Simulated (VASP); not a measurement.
Here is a VASP 6.6.1 calculation.

File INCAR:

```
SYSTEM = ZnO
PREC = Accurate
ENCUT = 520
EDIFF = 1E-6
ISMEAR = 0
SIGMA = 0.05
LREAL = .False.
LASPH = .True.
NELM = 100
ALGO = Normal
ISIF = 2
LWAVE = .False.
LCHARG = .False.
GGA = RP
IVDW = 13
NBANDS = 26
```

File KPOINTS:

```
Automatic mesh
0
Gamma
  8 8 6
  0 0 0
```

Contents of POSCAR:

```
ZnO
1.0
    3.2787321532      0.0000000000      0.0000000000
   -1.6393660766      2.8394653369      0.0000000000
    0.0000000000      0.0000000000      5.2869004558
Zn O
2 2
Direct
    0.3333333333      0.6666666667      0.0014489168
    0.6666666667      0.3333333333      0.5014489168
    0.3333333333      0.6666666667      0.3806510832
    0.6666666667      0.3333333333      0.8806510832
```

Potentials or basis: VASP PAW PBE potentials, release 64 (Zn, O).

Run with:

```console
$ cat potpaw_PBE.64/Zn/POTCAR potpaw_PBE.64/O/POTCAR > POTCAR
$ mpirun -np 1 vasp_std > vasp.out
```

(1) Estimate the largest force.

(2) What does it give for the pressure?

## Answers

(1) 0.005 eV/Å.

(2) -1.4 GPa.

Caveat: the PAW data sets were made with another functional, which shifts forces and pressure a little.
